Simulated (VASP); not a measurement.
# CdS (Fm-3m) in VASP: settings compared

Aim: see how the results for CdS move with the level of theory and the settings. Levels: PBE, r2SCAN. Tasks: single point.

All numbers are computed with VASP 6.6.1; they aren't measurements. Logs are shortened: lines on timing, memory, paths and dates and some standing lists are left out, and cuts for length are marked.

## 1. The cell of the first run

Symmetry: Fm-3m, No. 225, cubic system. The conventional cell has a = 5.454 Å, b = 5.454 Å, c = 5.454 Å, α = 90.00°, β = 90.00°, γ = 90.00°. Cd (site symmetry m-3m) has 6 S at 2.73 Å within 3.6 Å. S (site symmetry m-3m) has 6 Cd at 2.73 Å within 3.6 Å.

## 2. Single point, PBE

File INCAR:

```
SYSTEM = CdS
PREC = Accurate
ENCUT = 520
EDIFF = 1E-7
ISMEAR = 0
SIGMA = 0.01
LREAL = .False.
LASPH = .True.
NELM = 100
ALGO = Normal
ISIF = 2
LWAVE = .False.
LCHARG = .False.
GGA = PE
NBANDS = 16
```

File KPOINTS:

```
Automatic mesh
0
Gamma
  6 6 6
  0 0 0
```

File POSCAR:

```
CdS
1.0
    0.0000000000      2.7267765504      2.7267765504
    2.7267765504      0.0000000000      2.7267765504
    2.7267765504      2.7267765504      0.0000000000
Cd S
1 1
Direct
    0.0000000000      0.0000000000      0.0000000000
    0.5000000000      0.5000000000      0.5000000000
```

Potentials or basis: VASP PAW PBE potentials, release 64 (Cd, S).

Command:

```console
$ cat potpaw_PBE.64/Cd/POTCAR potpaw_PBE.64/S/POTCAR > POTCAR
$ mpirun -np 1 vasp_std > vasp.out
```

OUTCAR:

```text
SYSTEM = CdS
   PREC = Accurate
   ENCUT = 520
   EDIFF = 1E-7
   ISMEAR = 0
   LREAL = .False.
   LASPH = .True.
   NELM = 100
   ISIF = 2
   GGA = PE

 ion  position               nearest neighbor table
   1  0.000  0.000  0.000-   2 2.73   2 2.73   2 2.73   2 2.73   2 2.73   2 2.73
   2  0.500  0.500  0.500-   1 2.73   1 2.73   1 2.73   1 2.73   1 2.73   1 2.73

  LATTYP: Found a face centered cubic cell.
 ALAT       =     5.4535531008

  Lattice vectors:

 A1 = (   0.0000000000,   2.7267765504,   2.7267765504)
 A2 = (   2.7267765504,   0.0000000000,   2.7267765504)
 A3 = (   2.7267765504,   2.7267765504,   0.0000000000)

Analysis of symmetry for initial positions (statically):
=====================================================================
 Subroutine PRICEL returns:
 Original cell was already a primitive cell.

 Routine SETGRP: Setting up the symmetry group for a
 face centered cubic supercell.

 Subroutine GETGRP returns: Found 48 space group operations
 (whereof 48 operations were pure point group operations)
 out of a pool of 48 trial point group operations.

The static configuration has the point symmetry O_h .

Analysis of symmetry for dynamics (positions and initial velocities):
=====================================================================
 Subroutine PRICEL returns:
 Original cell was already a primitive cell.

 Routine SETGRP: Setting up the symmetry group for a
 face centered cubic supercell.

 Subroutine GETGRP returns: Found 48 space group operations
 (whereof 48 operations were pure point group operations)
 out of a pool of 48 trial point group operations.

The dynamic configuration has the point symmetry O_h .

 Subroutine INISYM returns: Found 48 space group operations
 (whereof 48 operations are pure point group operations),
 and found     1 'primitive' translations

----------------------------------------------------------------------------------------

                                     Primitive cell

  volume of cell :      40.5489

  direct lattice vectors                    reciprocal lattice vectors
     0.000000000  2.726776550  2.726776550    -0.183366694  0.183366694  0.183366694
     2.726776550  0.000000000  2.726776550     0.183366694 -0.183366694  0.183366694
     2.726776550  2.726776550  0.000000000     0.183366694  0.183366694 -0.183366694

  length of vectors
     3.856244379  3.856244379  3.856244379     0.317600430  0.317600430  0.317600430

  position of ions in fractional coordinates (direct lattice)
     0.000000000  0.000000000  0.000000000
     0.500000000  0.500000000  0.500000000

  ion indices of the primitive-cell ions
   primitive index   ion index
                 1           1
                 2           2

----------------------------------------------------------------------------------------

 KPOINTS: Automatic mesh

Automatic generation of k-mesh.
 Grid dimensions read from file:
 generate k-points for:    6    6    6

 Generating k-lattice:

  Cartesian coordinates                     Fractional coordinates (reciprocal lattice)
    -0.030561116  0.030561116  0.030561116     0.166666667  0.000000000  0.000000000
     0.030561116 -0.030561116  0.030561116     0.000000000  0.166666667  0.000000000
     0.030561116  0.030561116 -0.030561116     0.000000000  0.000000000  0.166666667

  Length of vectors
     0.052933405  0.052933405  0.052933405

  Shift w.r.t. Gamma in fractional coordinates (k-lattice)
     0.000000000  0.000000000  0.000000000

 Subroutine IBZKPT returns following result:
 ===========================================

 Found     16 irreducible k-points:

 Following reciprocal coordinates:
            Coordinates               Weight
  0.000000  0.000000  0.000000      1.000000
  0.166667  0.000000  0.000000      8.000000
  0.333333  0.000000  0.000000      8.000000
  0.500000  0.000000  0.000000      4.000000
  0.166667  0.166667  0.000000      6.000000
  0.333333  0.166667  0.000000     24.000000
[... 8 lines left out ...]
 -0.333333  0.333333  0.166667     24.000000
 -0.333333  0.500000  0.166667     12.000000
   k-points           NKPTS =     16   k-points in BZ     NKDIM =     16   number of bands    NBANDS=     16
   number of dos      NEDOS =    301   number of ions     NIONS =      2
   total plane-waves  NPLWV =  27000
   dimension x,y,z NGX =    30 NGY =   30 NGZ =   30
   dimension x,y,z NGXF=    60 NGYF=   60 NGZF=   60
   ions per type =               1   1
   NGX,Y,Z   is equivalent  to a cutoff of  12.93, 12.93, 12.93 a.u.
   NGXF,Y,Z  is equivalent  to a cutoff of  25.87, 25.87, 25.87 a.u.
 SYSTEM =  CdS
   PREC   = accura    normal or accurate (medium, high low for compatibility)
   ISTART =      0    job   : 0-new  1-cont  2-samecut
   ICHARG =      2    charge: 1-file 2-atom 10-const
   ISPIN  =      1    spin polarized calculation?
   LNONCOLLINEAR =      F non collinear calculations
   LSORBIT =      F    spin-orbit coupling
   LASPH  =      T    aspherical Exc in radial PAW
   ENCUT  =  520.0 eV  38.22 Ry    6.18 a.u.   7.17  7.17  7.17*2*pi/ulx,y,z
   NELM   =    100;   NELMIN=  2; NELMDL= -5     # of ELM steps
   EDIFF  = 0.1E-06   stopping-criterion for ELM
   LREAL  =      F    real-space projection
   EDIFFG = 0.1E-05   stopping-criterion for IOM
   NSW    =      0    number of steps for IOM
   IBRION =     -1    ionic relax: 0-MD 1-quasi-New 2-CG
   NFREE  =      0    steps in history (QN), initial steepest desc. (CG)
   ISIF   =      2    stress and relaxation
   ISYM   =      2    0-nonsym 1-usesym 2-fastsym
   POTIM  = 0.5000    time-step for ionic-motion
   TEBEG  =    0.0;   TEEND  =   0.0 temperature during run
   PSTRESS=    0.0 pullay stress
   NELECT =      18.0000    total number of electrons
   NUPDOWN=      -1.0000    fix difference up-down
   EMIN   =  10.00;   EMAX   =-10.00  energy-range for DOS
   EFERMI =   0.00;   METHOD = LEGACY
   ISMEAR =     0;   SIGMA  =   0.01  broadening in eV -4-tet -1-fermi 0-gaus
   EFERMI_NEDOS =   21; number of points for ismear=-14 and -15
   IALGO  =     38    algorithm
   IMIX   =      4    mixing-type and parameters
     AMIX     =   0.40;   BMIX     =  1.00
     AMIX_MAG =   1.60;   BMIX_MAG =  1.00
  volume/ion in A,a.u.               =      20.27       136.82
  Fermi-wavevector in a.u.,A,eV,Ry     =   1.248838  2.359962 21.219598  1.559596
  Thomas-Fermi vector in A             =   2.382906
   LORBIT       =      0    0 simple, 1 ext, 2 COOP (PROOUT), +10 PAW based schemes
   GGA     = PE    functional components
   LHFCALC =     F    Hartree Fock is set to
   AEXX    =    0.0000 exact exchange contribution
   IVDW    =     0    specifies the selected vdW correction
   LEPSILON=     F    determine dielectric tensor
   LRPA    =     F    only Hartree local field effects (RPA)
 non-spin polarized calculation
 Gauss-broadening in eV      SIGMA  =   0.01
  energy-cutoff  :      520.00
  volume of cell :       40.55
 maximum number of plane-waves:      1113
 NGX is ok and might be reduce to    30
   NGX = 15   NGY = 15   NGZ = 15

 number of electron      18.0000003 magnetization

 Free energy of the ion-electron system (eV)
  ---------------------------------------------------
  ext. energy  EPLUGINS =         0.00000000
  ---------------------------------------------------
  free energy    TOTEN  =        -5.86247418 eV

  energy without entropy =       -5.86247418  energy(sigma->0) =       -5.86247418

 E-fermi :   3.0528     XC(G=0): -10.4457

 val. band max:        3.0043949585   @ k =   0.5000   0.0000   0.0000
 cond. band min:       3.2522227222   @ k =   0.5000   0.5000   0.0000
 fundamental gap:      0.2478277638
 Fermi energy:         3.0527507063

 k-point     1 :       0.0000    0.0000    0.0000
  band No.  band energies     occupation
      1      -9.8575      2.00000
      2      -4.6365      2.00000
      3      -4.6365      2.00000
      4      -4.6365      2.00000
      5      -4.6364      2.00000
      6      -4.6364      2.00000
[... 8 lines left out ...]
     15      14.5102      0.00000
     16      14.5102      0.00000

 k-point     2 :       0.1667    0.0000    0.0000
  band No.  band energies     occupation
      1      -9.6198      2.00000
      2      -4.7190      2.00000
      3      -4.7190      2.00000
      4      -4.6656      2.00000
      5      -4.5848      2.00000
      6      -4.5848      2.00000
[... 8 lines left out ...]
     15      13.3443      0.00000
     16      14.0356      0.00000

 k-point     3 :       0.3333    0.0000    0.0000
  band No.  band energies     occupation
      1      -9.0530      2.00000
      2      -4.8759      2.00000
      3      -4.8759      2.00000
      4      -4.7829      2.00000
      5      -4.4790      2.00000
      6      -4.4790      2.00000
[... 8 lines left out ...]
     15      14.6737      0.00000
     16      14.6737      0.00000

 k-point     4 :       0.5000    0.0000    0.0000
  band No.  band energies     occupation
      1      -8.6966      2.00000
      2      -4.9506      2.00000
      3      -4.9506      2.00000
      4      -4.9078      2.00000
      5      -4.4250      2.00000
      6      -4.4250      2.00000
[... 8 lines left out ...]
     15      16.0230      0.00000
     16      16.0230      0.00000

 k-point     5 :       0.1667    0.1667    0.0000
  band No.  band energies     occupation
      1      -9.5622      2.00000
      2      -4.7851      2.00000
      3      -4.6771      2.00000
      4      -4.6084      2.00000
      5      -4.5843      2.00000
      6      -4.5843      2.00000
[... 8 lines left out ...]
     15      15.6121      0.00000
     16      16.3418      0.00000

 k-point     6 :       0.3333    0.1667    0.0000
  band No.  band energies     occupation
      1      -9.1637      2.00000
      2      -4.8307      2.00000
      3      -4.7163      2.00000
      4      -4.7090      2.00000
      5      -4.5079      2.00000
      6      -4.4665      2.00000
[... 8 lines left out ...]
     15      15.7840      0.00000
     16      16.2239      0.00000

 k-point     7 :       0.5000    0.1667    0.0000
  band No.  band energies     occupation
      1      -8.7676      2.00000
      2      -4.8520      2.00000
      3      -4.8014      2.00000
      4      -4.7658      2.00000
      5      -4.4134      2.00000
      6      -4.4094      2.00000
[... 8 lines left out ...]
     15      16.2969      0.00000
     16      17.2481      0.00000

 k-point     8 :      -0.3333    0.1667    0.0000
  band No.  band energies     occupation
      1      -8.8408      2.00000
      2      -4.9051      2.00000
      3      -4.8635      2.00000
      4      -4.7026      2.00000
      5      -4.4685      2.00000
      6      -4.3851      2.00000
[... 8 lines left out ...]
     15      15.7923      0.00000
     16      16.8437      0.00000

 k-point     9 :      -0.1667    0.1667    0.0000
  band No.  band energies     occupation
      1      -9.2923      2.00000
      2      -4.8364      2.00000
      3      -4.7868      2.00000
      4      -4.6786      2.00000
      5      -4.5580      2.00000
      6      -4.4746      2.00000
[... 8 lines left out ...]
     15      15.4373      0.00000
     16      15.8893      0.00000

 k-point    10 :       0.3333    0.3333    0.0000
  band No.  band energies     occupation
      1      -9.0777      2.00000
      2      -4.7584      2.00000
      3      -4.5521      2.00000
      4      -4.5239      2.00000
      5      -4.4468      2.00000
      6      -4.4468      2.00000
[... 8 lines left out ...]
     15      16.5965      0.00000
     16      18.6200      0.00000

 k-point    11 :       0.5000    0.3333    0.0000
  band No.  band energies     occupation
      1      -8.8890      2.00000
      2      -4.7635      2.00000
      3      -4.6359      2.00000
      4      -4.4707      2.00000
      5      -4.3842      2.00000
      6      -4.0552      2.00000
[... 8 lines left out ...]
     15      17.0368      0.00000
     16      18.1423      0.00000

 k-point    12 :      -0.3333    0.3333    0.0000
  band No.  band energies     occupation
      1      -8.7641      2.00000
      2      -4.7968      2.00000
      3      -4.7611      2.00000
      4      -4.5729      2.00000
      5      -4.4183      2.00000
      6      -4.1278      2.00000
[... 8 lines left out ...]
     15      15.1559      0.00000
     16      18.8001      0.00000

 k-point    13 :       0.5000    0.5000    0.0000
  band No.  band energies     occupation
      1      -8.9418      2.00000
      2      -4.7990      2.00000
      3      -4.5238      2.00000
      4      -4.3573      2.00000
      5      -4.3573      2.00000
      6      -3.6549      2.00000
[... 8 lines left out ...]
     15      17.4700      0.00000
     16      17.6809      0.00000

 k-point    14 :       0.5000    0.3333    0.1667
  band No.  band energies     occupation
      1      -8.8992      2.00000
      2      -4.7716      2.00000
      3      -4.7076      2.00000
      4      -4.6911      2.00000
      5      -4.4433      2.00000
      6      -4.3113      2.00000
[... 8 lines left out ...]
     15      17.0329      0.00000
     16      18.1950      0.00000

 k-point    15 :      -0.3333    0.3333    0.1667
  band No.  band energies     occupation
      1      -8.7640      2.00000
      2      -4.8304      2.00000
      3      -4.6737      2.00000
      4      -4.6435      2.00000
      5      -4.3949      2.00000
      6      -4.1306      2.00000
[... 8 lines left out ...]
     15      15.7922      0.00000
     16      17.7587      0.00000

 k-point    16 :      -0.3333    0.5000    0.1667
  band No.  band energies     occupation
      1      -8.8264      2.00000
      2      -4.7274      2.00000
      3      -4.7067      2.00000
      4      -4.5169      2.00000
      5      -4.3572      2.00000
      6      -3.8088      2.00000
[... 8 lines left out ...]
     15      16.8615      0.00000
     16      17.6706      0.00000

------------------------ aborting loop because EDIFF is reached ----------------------------------------

  FORCE on cell =-STRESS in cart. coord.  units (eV):
  Direction    XX          YY          ZZ          XY          YZ          ZX
  --------------------------------------------------------------------------------------
  -------------------------------------------------------------------------------------
  Total        0.5543164      0.5543164      0.5543164     -0.0000000      0.0000000     -0.0000000
  in kB       21.9022965     21.9022965     21.9022965     -0.0000000      0.0000000     -0.0000000
  external PRESSURE =      21.9022965 kB  Pullay stress =       0.0000000 kB

 VOLUME and BASIS-vectors are now :
 -----------------------------------------------------------------------------
  energy-cutoff  :      520.00
  volume of cell :       40.55
      direct lattice vectors                 reciprocal lattice vectors
     0.000000000  2.726776550  2.726776550    -0.183366694  0.183366694  0.183366694
     2.726776550  0.000000000  2.726776550     0.183366694 -0.183366694  0.183366694
     2.726776550  2.726776550  0.000000000     0.183366694  0.183366694 -0.183366694

 POSITION                                       TOTAL-FORCE (eV/Angst)
 -----------------------------------------------------------------------------------
      0.00000      0.00000      0.00000        -0.000000      0.000000     -0.000000
      2.72678      2.72678      2.72678         0.000000     -0.000000      0.000000
 -----------------------------------------------------------------------------------
    total drift:                               -0.000000      0.000000      0.000000

  FREE ENERGIE OF THE ION-ELECTRON SYSTEM (eV)
  ---------------------------------------------------
  free  energy   TOTEN  =        -5.8624741775 eV

  energy  without entropy=       -5.8624741775  energy(sigma->0) =       -5.86247418
```

It took 30 s on 1 thread of Intel Xeon 8259CL, shared host; peak memory 0.16 GiB.

Results:

* Free energy: -5.8625 eV
* Pressure: 2.2 GPa
* Band gap on the k mesh: 0.25 eV, indirect (least direct gap 1.72 eV)

Levels at points of the mesh, in eV from the valence-band top:
```
           k point  band 6  band 7  band 8  band 9  band 10  band 11  band 12  band 13
(0.00, 0.00, 0.00)   -7.64   -0.76   -0.76   -0.76     0.96     9.23     9.23     9.23
(0.50, 0.00, 0.00)   -7.43   -4.89    0.00    0.00     3.51     5.90     5.90     6.90
(0.50, 0.50, 0.00)   -6.66   -4.30   -2.17   -2.17     0.25     6.03     9.93    11.35
```

## 3. Single point, r2SCAN

POSCAR is that of step 2.

File INCAR.step1:

```
PREC = Accurate
ENCUT = 520
ISMEAR = 0
SIGMA = 0.01
LREAL = False
LASPH = True
NELM = 100
NBANDS = 16
GGA = PE
ALGO = Normal
EDIFF = 1E-4
LWAVE = True
LCHARG = False
```

File INCAR.step2:

```
PREC = Accurate
ENCUT = 520
EDIFF = 1E-6
ISMEAR = 0
SIGMA = 0.01
LREAL = False
LASPH = True
NELM = 100
ALGO = Normal
ISIF = 2
LWAVE = False
LCHARG = True
METAGGA = R2SCAN
LMIXTAU = True
LELF = True
LVHAR = True
NBANDS = 16
ISTART = 1
```

File KPOINTS:

```
Automatic mesh
0
Gamma
  6 6 6
```

Potentials or basis: VASP PAW PBE potentials, release 64 (Cd, S).

Command:

```console
$ cat potpaw_PBE.64/Cd/POTCAR potpaw_PBE.64/S/POTCAR > POTCAR
$ cp INCAR.step1 INCAR
$ mpirun -np 1 vasp_std > vasp.out
$ cp INCAR.step2 INCAR
$ mpirun -np 1 vasp_std > vasp.out
```

Wall time 1.9 min (1 thread of Intel Xeon 8259CL, shared host); peak memory 0.17 GiB.

Results (log left out):

```
Free energy            : -29.5197 eV
Pressure               : 0.5 GPa
Band gap on the k mesh : 0.73 eV, indirect (least direct gap 2.35 eV)
```

Levels at points of the mesh, in eV from the valence-band top:
| k point | band 7 | band 8 | band 9 | band 10 | band 11 | band 12 |
| --- | --- | --- | --- | --- | --- | --- |
| (0.00, 0.00, 0.00) | -0.77 | -0.77 | -0.77 | 1.59 | 9.73 | 9.73 |
| (0.50, 0.00, 0.00) | -4.92 | 0.00 | 0.00 | 4.05 | 6.46 | 6.46 |
| (0.50, 0.50, 0.00) | -4.35 | -2.20 | -2.20 | 0.73 | 6.42 | 10.78 |

Caveat: the PAW data sets were made with another functional, which shifts forces and pressure a little. A k mesh can miss the band edges.

## 4. Single point, PBE

File INCAR:

```
SYSTEM = CdS
ALGO = Normal
EDIFF = 1E-6
ENCUT = 520
GGA = PE
ISIF = 2
ISMEAR = 0
LASPH = .True.
LCHARG = .False.
LREAL = .False.
LWAVE = .False.
NBANDS = 16
NELM = 100
PREC = Accurate
SIGMA = 0.01
```

File KPOINTS:

```
k-points
0
Gamma
  8 8 8
  0 0 0
```

POSCAR is that of step 3.

Command:

```console
$ cat potpaw_PBE.64/Cd/POTCAR potpaw_PBE.64/S/POTCAR > POTCAR
$ mpirun -np 1 vasp_std > vasp.out
```

Run time: 37 s. Hardware: 1 thread of Intel Xeon 8259CL, shared host; peak memory 0.17 GiB.

The run converged. Its results:

```
Free energy            : -5.8689 eV
Pressure               : 2.1 GPa
Band gap on the k mesh : 0.25 eV, indirect (least direct gap 1.72 eV)
```

Levels at points of the mesh, in eV from the valence-band top:
| k point | band 5 | band 6 | band 7 | band 8 | band 9 | band 10 | band 11 | band 12 | band 13 | band 14 |
| --- | --- | --- | --- | --- | --- | --- | --- | --- | --- | --- |
| (0.00, 0.00, 0.00) | -7.63 | -7.63 | -0.76 | -0.76 | -0.76 | 0.96 | 9.24 | 9.24 | 9.24 | 11.33 |
| (0.50, 0.00, 0.00) | -7.42 | -7.42 | -4.89 | 0.00 | 0.00 | 3.51 | 5.91 | 5.91 | 6.91 | 12.33 |
| (0.50, 0.50, 0.00) | -7.35 | -6.65 | -4.30 | -2.17 | -2.17 | 0.25 | 6.03 | 9.93 | 11.35 | 11.35 |

A k mesh can miss the band edges.

## 5. Summary

```csv
level,k mesh,gap on the mesh (eV),pressure (GPa)
PBE,6 × 6 × 6,0.25,2.2
r2SCAN,6 × 6 × 6,0.73,0.5
PBE,8 × 8 × 8,0.25,2.1
```

Alike in all rows: task single point; potentials or basis VASP PAW PBE potentials, release 64 (Cd, S); no spin polarisation; cell as given; cutoff (eV) 520; smearing gaussian 0.01 eV.

On the cell as given the gap runs from 0.25 eV (PBE) to 0.73 eV (r2SCAN); the meshes differ, which moves gaps too. The pressure there spans 0.5 GPa (r2SCAN) to 2.2 GPa (PBE); a positive pressure means that this level wants a larger cell, a negative one a smaller.

Caveats: the PAW data sets were made with another functional, which shifts forces and pressure a little (some runs).

Absolute energies hang on the potentials; compare differences alone.
